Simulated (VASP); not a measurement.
# TiAl2 (Cmmm) in VASP: a series of runs

TiAl2 is run at these levels: PBEsol; tasks: single point, relaxation of shape and atoms at fixed volume.

Everything below comes from runs of VASP 6.6.1. Logs are shortened: lines on timing, memory, paths and dates and some standing lists are left out, and cuts for length are marked.

### 1 The cell of the first run

The structure is orthorhombic, space group Cmmm (No. 65). The conventional cell has a = 3.542 Å, b = 10.958 Å, c = 3.583 Å, α = 90.00°, β = 90.00°, γ = 90.00°. Ti (site symmetry m2m) has 10 Al at 2.47 to 2.60 Å and 2 Ti at 2.69 Å within 3.3 Å. Within 3.3 Å of Al (site symmetry mmm) lie 4 Ti at 2.47 Å and 8 Al at 2.52 to 2.59 Å. Al (site symmetry m2m) has 6 Al at 2.49 to 2.59 Å and 6 Ti at 2.52 to 2.60 Å within 3.3 Å. Al (site symmetry mmm) has 4 Ti at 2.49 Å and 8 Al at 2.52 to 2.57 Å within 3.3 Å.

### 2 Single point, PBEsol

INCAR reads:

```
PREC     = Accurate       # precision mode
ENCUT    = 520            # plane-wave cutoff, eV
EDIFF    = 1E-7           # SCF threshold, eV
ISMEAR   = 0              # smearing method
SIGMA    = 0.1            # smearing width, eV
LREAL    = F              # projectors in reciprocal space
LASPH    = T              # aspherical terms in the spheres
NELM     = 100            # most SCF steps
ALGO     = Fast           # electronic algorithm
ISIF     = 2              # what is computed and relaxed
LWAVE    = F              # write WAVECAR
LCHARG   = F              # write CHGCAR
GGA      = PS             # functional
NBANDS   = 27             # bands
```

KPOINTS reads:

```
regular mesh
0
Gamma
  10 10 10
```

POSCAR reads:

```
TiAl2
1.0
    1.7711412530     -5.4792105127      0.0000000000
    1.7711412530      5.4792105127      0.0000000000
    0.0000000000      0.0000000000      3.5833036265
Ti Al
2 4
Direct
    0.6577549794      0.3422450206      0.0000000000
    0.3422450206      0.6577549794      0.0000000000
    0.0000000000      0.0000000000      0.0000000000
    0.8297941506      0.1702058494      0.5000000000
    0.1702058494      0.8297941506      0.5000000000
    0.5000000000      0.5000000000      0.5000000000
```

Potentials or basis: VASP PAW PBE potentials, release 64 (Ti_sv, Al).

On the command line:

```
$ cat potpaw_PBE.64/Ti_sv/POTCAR potpaw_PBE.64/Al/POTCAR > POTCAR
$ mpirun -np 1 vasp_std > vasp.out
```

OUTCAR:

```text
PREC = Accurate
   ENCUT = 520
   EDIFF = 1E-7
   ISMEAR = 0
   LREAL = F
   LASPH = T
   NELM = 100
   ISIF = 2
   GGA = PS

 ion  position               nearest neighbor table
   1  0.658  0.342  0.000-   3 2.47   3 2.47   6 2.49   6 2.49   5 2.52   5 2.52   5 2.52   5 2.52
                             4 2.60   4 2.60   2 2.69   2 2.69
   2  0.342  0.658  0.000-   3 2.47   3 2.47   6 2.49   6 2.49   4 2.52   4 2.52   4 2.52   4 2.52
                             5 2.60   5 2.60   1 2.69   1 2.69
   3  0.000  0.000  0.000-   1 2.47   2 2.47   1 2.47   2 2.47   6 2.52   6 2.52   6 2.52   6 2.52
                             4 2.59   4 2.59   5 2.59   5 2.59
   4  0.830  0.170  0.500-   5 2.49   5 2.49   2 2.52   2 2.52   2 2.52   2 2.52   6 2.57   6 2.57
                             3 2.59   3 2.59   1 2.60   1 2.60
   5  0.170  0.830  0.500-   4 2.49   4 2.49   1 2.52   1 2.52   1 2.52   1 2.52   6 2.57   6 2.57
                             3 2.59   3 2.59   2 2.60   2 2.60
   6  0.500  0.500  0.500-   1 2.49   2 2.49   1 2.49   2 2.49   3 2.52   3 2.52   3 2.52   3 2.52
                             5 2.57   4 2.57   5 2.57   4 2.57

  LATTYP: Found a base centered orthorhombic cell.
 ALAT       =     3.5422825060
 B/A-ratio  =     3.0936044787
 C/A-ratio  =     1.0115804204

  Lattice vectors:

 A1 = (   1.7711412530,  -5.4792105127,   0.0000000000)
 A2 = (   1.7711412530,   5.4792105127,   0.0000000000)
 A3 = (   0.0000000000,   0.0000000000,   3.5833036265)

Analysis of symmetry for initial positions (statically):
=====================================================================
 Subroutine PRICEL returns:
 Original cell was already a primitive cell.

 Routine SETGRP: Setting up the symmetry group for a
 base centered orthorhombic supercell.

 Subroutine GETGRP returns: Found  8 space group operations
 (whereof  8 operations were pure point group operations)
 out of a pool of  8 trial point group operations.

The static configuration has the point symmetry D_2h.

Analysis of symmetry for dynamics (positions and initial velocities):
=====================================================================
 Subroutine PRICEL returns:
 Original cell was already a primitive cell.

 Routine SETGRP: Setting up the symmetry group for a
 base centered orthorhombic supercell.

 Subroutine GETGRP returns: Found  8 space group operations
 (whereof  8 operations were pure point group operations)
 out of a pool of  8 trial point group operations.

The dynamic configuration has the point symmetry D_2h.

 Subroutine INISYM returns: Found  8 space group operations
 (whereof  8 operations are pure point group operations),
 and found     1 'primitive' translations

----------------------------------------------------------------------------------------

                                     Primitive cell

  volume of cell :      69.5480

  direct lattice vectors                    reciprocal lattice vectors
     1.771141253 -5.479210513  0.000000000     0.282303853 -0.091254023  0.000000000
     1.771141253  5.479210513  0.000000000     0.282303853  0.091254023  0.000000000
     0.000000000  0.000000000  3.583303626     0.000000000  0.000000000  0.279072081

  length of vectors
     5.758358202  5.758358202  3.583303626     0.296686302  0.296686302  0.279072081

  position of ions in fractional coordinates (direct lattice)
     0.657754979  0.342245021  0.000000000
     0.342245021  0.657754979  0.000000000
     0.000000000  0.000000000  0.000000000
     0.829794151  0.170205849  0.500000000
     0.170205849  0.829794151  0.500000000
     0.500000000  0.500000000  0.500000000

  ion indices of the primitive-cell ions
   primitive index   ion index
                 1           1
                 2           2
                 3           3
                 4           4
                 5           5
                 6           6

----------------------------------------------------------------------------------------

 KPOINTS: regular mesh

Automatic generation of k-mesh.
 Grid dimensions read from file:
 generate k-points for:   10   10   10

 Generating k-lattice:

  Cartesian coordinates                     Fractional coordinates (reciprocal lattice)
     0.028230385 -0.009125402  0.000000000     0.100000000 -0.000000000  0.000000000
     0.028230385  0.009125402  0.000000000    -0.000000000  0.100000000  0.000000000
     0.000000000  0.000000000  0.027907208     0.000000000  0.000000000  0.100000000

  Length of vectors
     0.029668630  0.029668630  0.027907208

  Shift w.r.t. Gamma in fractional coordinates (k-lattice)
     0.000000000  0.000000000  0.000000000

 Subroutine IBZKPT returns following result:
 ===========================================

 Found    186 irreducible k-points:

 Following reciprocal coordinates:
            Coordinates               Weight
  0.000000  0.000000  0.000000      1.000000
  0.100000 -0.000000  0.000000      4.000000
  0.200000 -0.000000  0.000000      4.000000
  0.300000 -0.000000  0.000000      4.000000
  0.400000 -0.000000  0.000000      4.000000
  0.500000  0.000000  0.000000      2.000000
[... 16 lines left out ...]
  0.300000  0.300000  0.000000      2.000000
  0.400000  0.300000  0.000000      4.000000
 [... further k-points ...]
   k-points           NKPTS =    186   k-points in BZ     NKDIM =    186   number of bands    NBANDS=     27
   number of dos      NEDOS =    301   number of ions     NIONS =      6
   total plane-waves  NPLWV =  64512
   dimension x,y,z NGX =    48 NGY =   48 NGZ =   28
   dimension x,y,z NGXF=    96 NGYF=   96 NGZF=   56
   ions per type =               2   4
   NGX,Y,Z   is equivalent  to a cutoff of  13.86, 13.86, 12.99 a.u.
   NGXF,Y,Z  is equivalent  to a cutoff of  27.72, 27.72, 25.98 a.u.
 SYSTEM =  unknown system
   PREC   = accura    normal or accurate (medium, high low for compatibility)
   ISTART =      0    job   : 0-new  1-cont  2-samecut
   ICHARG =      2    charge: 1-file 2-atom 10-const
   ISPIN  =      1    spin polarized calculation?
   LNONCOLLINEAR =      F non collinear calculations
   LSORBIT =      F    spin-orbit coupling
   LASPH  =      T    aspherical Exc in radial PAW
   ENCUT  =  520.0 eV  38.22 Ry    6.18 a.u.  10.71 10.71  6.66*2*pi/ulx,y,z
   NELM   =    100;   NELMIN=  2; NELMDL= -5     # of ELM steps
   EDIFF  = 0.1E-06   stopping-criterion for ELM
   LREAL  =      F    real-space projection
   EDIFFG = 0.1E-05   stopping-criterion for IOM
   NSW    =      0    number of steps for IOM
   IBRION =     -1    ionic relax: 0-MD 1-quasi-New 2-CG
   NFREE  =      0    steps in history (QN), initial steepest desc. (CG)
   ISIF   =      2    stress and relaxation
   ISYM   =      2    0-nonsym 1-usesym 2-fastsym
   POTIM  = 0.5000    time-step for ionic-motion
   TEBEG  =    0.0;   TEEND  =   0.0 temperature during run
   PSTRESS=    0.0 pullay stress
   NELECT =      36.0000    total number of electrons
   NUPDOWN=      -1.0000    fix difference up-down
   EMIN   =  10.00;   EMAX   =-10.00  energy-range for DOS
   EFERMI =   0.00;   METHOD = LEGACY
   ISMEAR =     0;   SIGMA  =   0.10  broadening in eV -4-tet -1-fermi 0-gaus
   EFERMI_NEDOS =   21; number of points for ismear=-14 and -15
   IALGO  =     68    algorithm
   IMIX   =      4    mixing-type and parameters
     AMIX     =   0.40;   BMIX     =  1.00
     AMIX_MAG =   1.60;   BMIX_MAG =  1.00
  volume/ion in A,a.u.               =      11.59        78.22
  Fermi-wavevector in a.u.,A,eV,Ry     =   1.314460  2.483969 23.508218  1.727805
  Thomas-Fermi vector in A             =   2.444711
   LORBIT       =      0    0 simple, 1 ext, 2 COOP (PROOUT), +10 PAW based schemes
   GGA     = PS    functional components
   LHFCALC =     F    Hartree Fock is set to
   AEXX    =    0.0000 exact exchange contribution
   IVDW    =     0    specifies the selected vdW correction
   LEPSILON=     F    determine dielectric tensor
   LRPA    =     F    only Hartree local field effects (RPA)
 non-spin polarized calculation
 RMM-DIIS sequential band-by-band and
 Gauss-broadening in eV      SIGMA  =   0.10
  energy-cutoff  :      520.00
  volume of cell :       69.55
 maximum number of plane-waves:      1900
 NGX is ok and might be reduce to    48
   NGX = 21   NGY = 21   NGZ = 13

 number of electron      36.0000003 magnetization

 Free energy of the ion-electron system (eV)
  ---------------------------------------------------
  ext. energy  EPLUGINS =         0.00000000
  ---------------------------------------------------
  free energy    TOTEN  =       -32.11610410 eV

  energy without entropy =      -32.10518343  energy(sigma->0) =      -32.11064376

 E-fermi :  12.1035     XC(G=0): -12.3296

 val. band max:       12.1032358599   @ k =  -0.2000   0.1000   0.0000
 cond. band min:      12.1047708039   @ k =   0.0000   0.0000   0.5000
 fundamental gap:      0.0015349441
 Fermi energy:        12.1035470342

 k-point     1 :       0.0000    0.0000    0.0000
  band No.  band energies     occupation
      1     -43.5615      2.00000
      2     -43.4513      2.00000
      3     -20.2146      2.00000
      4     -20.1354      2.00000
      5     -20.1054      2.00000
      6     -20.0292      2.00000
[... 19 lines left out ...]
     26      17.5690      0.00000
     27      17.8529      0.00000

 k-point     2 :       0.1000   -0.0000    0.0000
  band No.  band energies     occupation
      1     -43.5583      2.00000
      2     -43.4535      2.00000
      3     -20.2146      2.00000
      4     -20.1323      2.00000
      5     -20.1194      2.00000
      6     -20.0313      2.00000
[... 19 lines left out ...]
     26      17.5965      0.00000
     27      18.1665      0.00000

 k-point     3 :       0.2000   -0.0000    0.0000
  band No.  band energies     occupation
      1     -43.5493      2.00000
      2     -43.4602      2.00000
      3     -20.2172      2.00000
      4     -20.1534      2.00000
      5     -20.1235      2.00000
      6     -20.0375      2.00000
[... 594 lines left out ...]
      1     -43.5170      2.00000
      2     -43.4874      2.00000
      3     -20.2380      2.00000
      4     -20.2128      2.00000
      5     -20.0913      2.00000
      6     -20.0636      2.00000
[... 19 lines left out ...]
     26      16.7246      0.00000
     27      18.0259      0.00000

 k-point    24 :       0.4000    0.3000    0.0000
  band No.  band energies     occupation
      1     -43.5330      2.00000
      2     -43.4737      2.00000
      3     -20.2086      2.00000
      4     -20.1940      2.00000
      5     -20.1071      2.00000
      6     -20.0506      2.00000
[... 19 lines left out ...]
     26      16.8230      0.00000
     27      16.8396      0.00000

 [... further k-points ...]
[... 5 lines left out ...]
  --------------------------------------------------------------------------------------
  -------------------------------------------------------------------------------------
  Total       26.1238472     26.1016917     26.0999177     -0.0000000      0.0000000      0.0000000
  in kB      601.8148880    601.3044926    601.2636241     -0.0000000      0.0000000      0.0000000
  external PRESSURE =     601.4610016 kB  Pullay stress =       0.0000000 kB

 VOLUME and BASIS-vectors are now :
 -----------------------------------------------------------------------------
  energy-cutoff  :      520.00
  volume of cell :       69.55
      direct lattice vectors                 reciprocal lattice vectors
     1.771141253 -5.479210513  0.000000000     0.282303853 -0.091254023  0.000000000
     1.771141253  5.479210513  0.000000000     0.282303853  0.091254023  0.000000000
     0.000000000  0.000000000  3.583303626     0.000000000  0.000000000  0.279072081

 POSITION                                       TOTAL-FORCE (eV/Angst)
 -----------------------------------------------------------------------------------
      1.77114     -1.72875      0.00000         0.000000     -0.022134     -0.000000
      1.77114      1.72875      0.00000         0.000000      0.022134      0.000000
      0.00000      0.00000      0.00000         0.000000      0.000000     -0.000000
      1.77114     -3.61402      1.79165         0.000000      0.002326     -0.000000
      1.77114      3.61402      1.79165         0.000000     -0.002326     -0.000000
      1.77114      0.00000      1.79165        -0.000000      0.000000     -0.000000
 -----------------------------------------------------------------------------------
    total drift:                                0.000000      0.000000     -0.000000

  FREE ENERGIE OF THE ION-ELECTRON SYSTEM (eV)
  ---------------------------------------------------
  free  energy   TOTEN  =       -32.1161041011 eV

  energy  without entropy=      -32.1051834250  energy(sigma->0) =      -32.11064376
```

It took 43 min on 1 thread of Intel Xeon 8259CL, shared host; peak memory 0.46 GiB.

Results:

```yaml
Free_energy: -32.1161 eV
Pressure: 60.1 GPa
Largest_force: 0.022 eV/Å
Band_gap_on_the_k_mesh: zero (bands 18 and 19 overlap by 2.25 eV)
```

Forces in eV/Å, atoms in the order of the input:
```
Ti   0.000 -0.022  0.000
Ti   0.000  0.022  0.000
Al   0.000  0.000  0.000
Al   0.000  0.002  0.000
Al   0.000 -0.002  0.000
Al   0.000  0.000  0.000
```

Levels at points of the mesh, in eV from the Fermi level:
| k point | band 16 | band 17 | band 18 | band 19 | band 20 | band 21 |
| --- | --- | --- | --- | --- | --- | --- |
| (0.00, 0.00, 0.00) | -0.84 | -0.63 | -0.45 | 0.34 | 0.69 | 1.28 |
| (0.50, 0.00, 0.00) | -1.69 | -1.36 | -0.20 | 1.02 | 1.43 | 1.87 |
| (0.50, 0.50, 0.00) | -1.29 | -0.73 | -0.30 | 0.12 | 1.43 | 1.56 |
| (0.00, 0.00, 0.50) | -1.18 | -0.07 | 0.00 | 1.04 | 1.51 | 1.54 |
| (0.50, 0.00, 0.50) | -1.92 | -1.75 | -1.33 | -0.54 | 1.78 | 1.88 |
| (0.50, 0.50, 0.50) | -1.14 | 0.01 | 1.47 | 1.49 | 1.81 | 2.04 |

Caveat: the cell stands under pressure; the PAW data sets were made with another functional, which shifts forces and pressure a little.

[end of part 1 of 3]
